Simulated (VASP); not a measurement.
# SbP2 (P2_1/m) in VASP: single point with PBE

Aim: the single point of SbP2 with PBE.

Program: VASP 6.6.1. These are calculated values, not measurements. Logs are shortened: lines on timing, memory, paths and dates and some standing lists are left out, and cuts for length are marked.

**1. The cell of the first run**

The structure is monoclinic, space group P2_1/m (No. 11). Conventional cell: a = 4.774 Å, b = 4.139 Å, c = 7.204 Å, α = 90.00°, β = 105.59°, γ = 90.00°. Sb (site symmetry m) has 6 P at 2.65 to 3.47 Å and 2 Sb at 3.42 Å within 3.5 Å. P (site symmetry m) has 3 P at 2.18 to 2.38 Å within 2.9 Å. Within 2.9 Å of P (site symmetry m) lie 1 P at 2.18 Å and 3 Sb at 2.65 to 2.70 Å.

**2. Single point, PBE**

INCAR

```
PREC = Accurate
ENCUT = 520
EDIFF = 1E-7
ISMEAR = 0
SIGMA = 0.1
LREAL = False
LASPH = True
NELM = 80
ALGO = Normal
ISIF = 2
LWAVE = False
LCHARG = False
GGA = PE
NBANDS = 24
```

KPOINTS

```
Automatic mesh
0
Gamma
  8 10 6
```

POSCAR

```
SbP2
1.0
    4.7740699538      0.0000000000     -0.0566677576
    0.0000000000      4.1391359051      0.0000000000
   -1.8536984926      0.0000000000      6.9610155996
Sb P
2 4
Direct
    0.8771343977      0.7500000000      0.6501433287
    0.1228656023      0.2500000000      0.3498566713
    0.3849499941      0.2500000000      0.9450279320
    0.4704592818      0.7500000000      0.3173303047
    0.6150500059      0.7500000000      0.0549720680
    0.5295407182      0.2500000000      0.6826696953
```

Potentials or basis: VASP PAW PBE potentials, release 64 (Sb, P).

Run with:

```bash
$ cat potpaw_PBE.64/Sb/POTCAR potpaw_PBE.64/P/POTCAR > POTCAR
$ mpirun -np 1 vasp_std > vasp.out
```

OUTCAR:

```text
PREC = Accurate
   ENCUT = 520
   EDIFF = 1E-7
   ISMEAR = 0
   LREAL = False
   LASPH = True
   NELM = 80
   ISIF = 2
   GGA = PE

 ion  position               nearest neighbor table
   1  0.877  0.750  0.650-   4 2.65   6 2.70   6 2.70   2 3.42   2 3.42
   2  0.123  0.250  0.350-   6 2.65   4 2.70   4 2.70   1 3.42   1 3.42
   3  0.385  0.250  0.945-   6 2.18   5 2.38   5 2.38
   4  0.470  0.750  0.317-   5 2.18   1 2.65   2 2.70   2 2.70
   5  0.615  0.750  0.055-   4 2.18   3 2.38   3 2.38
   6  0.530  0.250  0.683-   3 2.18   2 2.65   1 2.70   1 2.70

  LATTYP: Found a simple monoclinic cell.
 ALAT       =     4.7744062624
 B/A-ratio  =     0.8669425427
 C/A-ratio  =     1.5087961491
 COS(beta)  =    -0.2687804901

  Lattice vectors:

 A1 = (   4.7740699538,   0.0000000000,  -0.0566677576)
 A2 = (   0.0000000000,   4.1391359051,   0.0000000000)
 A3 = (  -1.8536984926,   0.0000000000,   6.9610155996)

Analysis of symmetry for initial positions (statically):
=====================================================================
 Subroutine PRICEL returns:
 Original cell was already a primitive cell.

 Routine SETGRP: Setting up the symmetry group for a
 simple monoclinic supercell.

 Subroutine GETGRP returns: Found  4 space group operations
 (whereof  2 operations were pure point group operations)
 out of a pool of  4 trial point group operations.

The static configuration has the point symmetry S_2 .
 The point group associated with its full space group is C_2h.

Analysis of symmetry for dynamics (positions and initial velocities):
=====================================================================
 Subroutine PRICEL returns:
 Original cell was already a primitive cell.

 Routine SETGRP: Setting up the symmetry group for a
 simple monoclinic supercell.

 Subroutine GETGRP returns: Found  4 space group operations
 (whereof  2 operations were pure point group operations)
 out of a pool of  4 trial point group operations.

The dynamic configuration has the point symmetry S_2 .
 The point group associated with its full space group is C_2h.

 Subroutine INISYM returns: Found  4 space group operations
 (whereof  2 operations are pure point group operations),
 and found     1 'primitive' translations

----------------------------------------------------------------------------------------

                                     Primitive cell

  volume of cell :     137.1185

  direct lattice vectors                    reciprocal lattice vectors
     4.774069954  0.000000000 -0.056667758     0.210129084  0.000000000  0.055956772
     0.000000000  4.139135905  0.000000000     0.000000000  0.241596319  0.000000000
    -1.853698493  0.000000000  6.961015600     0.001710604  0.000000000  0.144112728

  length of vectors
     4.774406262  4.139135905  7.203605783     0.217452046  0.241596319  0.144122880

  position of ions in fractional coordinates (direct lattice)
     0.877134398  0.750000000  0.650143329
     0.122865602  0.250000000  0.349856671
     0.384949994  0.250000000  0.945027932
     0.470459282  0.750000000  0.317330305
     0.615050006  0.750000000  0.054972068
     0.529540718  0.250000000  0.682669695

  ion indices of the primitive-cell ions
   primitive index   ion index
                 1           1
                 2           2
                 3           3
                 4           4
                 5           5
                 6           6

----------------------------------------------------------------------------------------

 KPOINTS: Automatic mesh

Automatic generation of k-mesh.
 Grid dimensions read from file:
 generate k-points for:    8   10    6

 Generating k-lattice:

  Cartesian coordinates                     Fractional coordinates (reciprocal lattice)
     0.026266135  0.000000000  0.006994597     0.125000000  0.000000000  0.000000000
     0.000000000  0.024159632  0.000000000     0.000000000  0.100000000  0.000000000
     0.000285101  0.000000000  0.024018788     0.000000000  0.000000000  0.166666667

  Length of vectors
     0.027181506  0.024159632  0.024020480

  Shift w.r.t. Gamma in fractional coordinates (k-lattice)
     0.000000000  0.000000000  0.000000000

 Subroutine IBZKPT returns following result:
 ===========================================

 Found    156 irreducible k-points:

 Following reciprocal coordinates:
            Coordinates               Weight
  0.000000  0.000000  0.000000      1.000000
  0.125000  0.000000  0.000000      2.000000
  0.250000  0.000000  0.000000      2.000000
  0.375000  0.000000  0.000000      2.000000
  0.500000  0.000000  0.000000      1.000000
  0.000000  0.100000  0.000000      2.000000
[... 16 lines left out ...]
  0.250000  0.400000  0.000000      4.000000
  0.375000  0.400000  0.000000      4.000000
 [... further k-points ...]
   k-points           NKPTS =    156   k-points in BZ     NKDIM =    156   number of bands    NBANDS=     24
   number of dos      NEDOS =    301   number of ions     NIONS =      6
   total plane-waves  NPLWV =  62208
   dimension x,y,z NGX =    36 NGY =   32 NGZ =   54
   dimension x,y,z NGXF=    72 NGYF=   64 NGZF=  108
   ions per type =               2   4
   NGX,Y,Z   is equivalent  to a cutoff of  12.54, 12.85, 12.46 a.u.
   NGXF,Y,Z  is equivalent  to a cutoff of  25.07, 25.71, 24.92 a.u.
 SYSTEM =  unknown system
   PREC   = accura    normal or accurate (medium, high low for compatibility)
   ISTART =      0    job   : 0-new  1-cont  2-samecut
   ICHARG =      2    charge: 1-file 2-atom 10-const
   ISPIN  =      1    spin polarized calculation?
   LNONCOLLINEAR =      F non collinear calculations
   LSORBIT =      F    spin-orbit coupling
   LASPH  =      T    aspherical Exc in radial PAW
   ENCUT  =  520.0 eV  38.22 Ry    6.18 a.u.   8.88  7.70 13.39*2*pi/ulx,y,z
   NELM   =     80;   NELMIN=  2; NELMDL= -5     # of ELM steps
   EDIFF  = 0.1E-06   stopping-criterion for ELM
   LREAL  =      F    real-space projection
   EDIFFG = 0.1E-05   stopping-criterion for IOM
   NSW    =      0    number of steps for IOM
   IBRION =     -1    ionic relax: 0-MD 1-quasi-New 2-CG
   NFREE  =      0    steps in history (QN), initial steepest desc. (CG)
   ISIF   =      2    stress and relaxation
   ISYM   =      2    0-nonsym 1-usesym 2-fastsym
   POTIM  = 0.5000    time-step for ionic-motion
   TEBEG  =    0.0;   TEEND  =   0.0 temperature during run
   PSTRESS=    0.0 pullay stress
   NELECT =      30.0000    total number of electrons
   NUPDOWN=      -1.0000    fix difference up-down
   EMIN   =  10.00;   EMAX   =-10.00  energy-range for DOS
   EFERMI =   0.00;   METHOD = LEGACY
   ISMEAR =     0;   SIGMA  =   0.10  broadening in eV -4-tet -1-fermi 0-gaus
   EFERMI_NEDOS =   21; number of points for ismear=-14 and -15
   IALGO  =     38    algorithm
   IMIX   =      4    mixing-type and parameters
     AMIX     =   0.40;   BMIX     =  1.00
     AMIX_MAG =   1.60;   BMIX_MAG =  1.00
  volume/ion in A,a.u.               =      22.85       154.22
  Fermi-wavevector in a.u.,A,eV,Ry     =   0.986468  1.864155 13.240102  0.973120
  Thomas-Fermi vector in A             =   2.117851
   LORBIT       =      0    0 simple, 1 ext, 2 COOP (PROOUT), +10 PAW based schemes
   GGA     = PE    functional components
   LHFCALC =     F    Hartree Fock is set to
   AEXX    =    0.0000 exact exchange contribution
   IVDW    =     0    specifies the selected vdW correction
   LEPSILON=     F    determine dielectric tensor
   LRPA    =     F    only Hartree local field effects (RPA)
 non-spin polarized calculation
 Gauss-broadening in eV      SIGMA  =   0.10
  energy-cutoff  :      520.00
  volume of cell :      137.12
 maximum number of plane-waves:      3722
   NGX = 17   NGY = 15   NGZ = 27

 number of electron      30.0000002 magnetization

 Free energy of the ion-electron system (eV)
  ---------------------------------------------------
  ext. energy  EPLUGINS =         0.00000000
  ---------------------------------------------------
  free energy    TOTEN  =       -28.64330183 eV

  energy without entropy =      -28.63063940  energy(sigma->0) =      -28.63697061

 E-fermi :   6.7804     XC(G=0):  -9.7193

 val. band max:        6.7709264427   @ k =   0.2500   0.5000   0.0000
 cond. band min:       6.7804325377   @ k =   0.0000   0.4000   0.5000
 fundamental gap:      0.0095060950
 Fermi energy:         6.7804261247

 k-point     1 :       0.0000    0.0000    0.0000
  band No.  band energies     occupation
      1      -7.7135      2.00000
      2      -5.1884      2.00000
      3      -5.1817      2.00000
      4      -2.1443      2.00000
      5      -0.5905      2.00000
      6      -0.0105      2.00000
[... 16 lines left out ...]
     23      10.0873      0.00000
     24      10.3640      0.00000

 k-point     2 :       0.1250    0.0000    0.0000
  band No.  band energies     occupation
      1      -7.6608      2.00000
      2      -5.2693      2.00000
      3      -5.0489      2.00000
      4      -2.5481      2.00000
      5      -0.4552      2.00000
      6      -0.0522      2.00000
[... 16 lines left out ...]
     23      10.2823      0.00000
     24      10.4291      0.00000

 k-point     3 :       0.2500    0.0000    0.0000
  band No.  band energies     occupation
      1      -7.5222      2.00000
      2      -5.2688      2.00000
      3      -4.9156      2.00000
      4      -3.2784      2.00000
      5      -0.5066      2.00000
      6       0.0071      2.00000
[... 16 lines left out ...]
     23      10.6728      0.00000
     24      10.8659      0.00000
[... 514 lines left out ...]
 k-point    23 :       0.2500    0.4000    0.0000
  band No.  band energies     occupation
      1      -6.4911      2.00000
      2      -5.5188      2.00000
      3      -3.9692      2.00000
      4      -3.0173      2.00000
      5      -2.3303      2.00000
      6      -1.7623      2.00000
[... 16 lines left out ...]
     23      10.8201      0.00000
     24      11.6916      0.00000

 k-point    24 :       0.3750    0.4000    0.0000
  band No.  band energies     occupation
      1      -6.3716      2.00000
      2      -5.4530      2.00000
      3      -3.9354      2.00000
      4      -3.1157      2.00000
      5      -2.3642      2.00000
      6      -1.6564      2.00000
[... 16 lines left out ...]
     23      10.8189      0.00000
     24      11.7961      0.00000

 [... further k-points ...]

------------------------ aborting loop because EDIFF is reached ----------------------------------------

  FORCE on cell =-STRESS in cart. coord.  units (eV):
  Direction    XX          YY          ZZ          XY          YZ          ZX
  --------------------------------------------------------------------------------------
  -------------------------------------------------------------------------------------
  Total       -0.0346854     -0.0417387     -0.1412959      0.0000000      0.0000000      0.0866369
  in kB       -0.4052857     -0.4877002     -1.6509883      0.0000000      0.0000000      1.0123191
  external PRESSURE =      -0.8479914 kB  Pullay stress =       0.0000000 kB

 VOLUME and BASIS-vectors are now :
 -----------------------------------------------------------------------------
  energy-cutoff  :      520.00
  volume of cell :      137.12
      direct lattice vectors                 reciprocal lattice vectors
     4.774069954  0.000000000 -0.056667758     0.210129084  0.000000000  0.055956772
     0.000000000  4.139135905  0.000000000     0.000000000  0.241596319  0.000000000
    -1.853698493  0.000000000  6.961015600     0.001710604  0.000000000  0.144112728

 POSITION                                       TOTAL-FORCE (eV/Angst)
 -----------------------------------------------------------------------------------
      2.98233      3.10435      4.47595         0.029632      0.000000      0.007586
     -0.06196      1.03478      2.42840        -0.029632     -0.000000     -0.007586
      0.08598      1.03478      6.55654         0.020058      0.000000     -0.030731
      1.65777      3.10435      2.18228         0.024981      0.000000     -0.041719
      2.83439      3.10435      0.34781        -0.020058      0.000000      0.030731
      1.26260      1.03478      4.72207        -0.024981      0.000000      0.041719
 -----------------------------------------------------------------------------------
    total drift:                               -0.000000     -0.000000     -0.000000

  FREE ENERGIE OF THE ION-ELECTRON SYSTEM (eV)
  ---------------------------------------------------
  free  energy   TOTEN  =       -28.6433018255 eV

  energy  without entropy=      -28.6306393965  energy(sigma->0) =      -28.63697061
```

It took 2.4 min on 1 thread of Intel Xeon 6975P-C (Granite Rapids), shared host; peak memory 0.53 GiB.

Results:

* Free energy: -28.6433 eV
* Pressure: -0.1 GPa
* Largest force: 0.049 eV/Å
* Band gap on the k mesh: zero (band 15 reaches 8.42 eV, above the bottom of band 16 at 5.69 eV)

Forces on the atoms (eV/Å):
```
Sb   0.030  0.000  0.008
Sb  -0.030  0.000 -0.008
P    0.020  0.000 -0.031
P    0.025  0.000 -0.042
P   -0.020  0.000  0.031
P   -0.025  0.000  0.042
```

Caveat: spin-orbit coupling is left out, which moves the levels of the heavy elements.
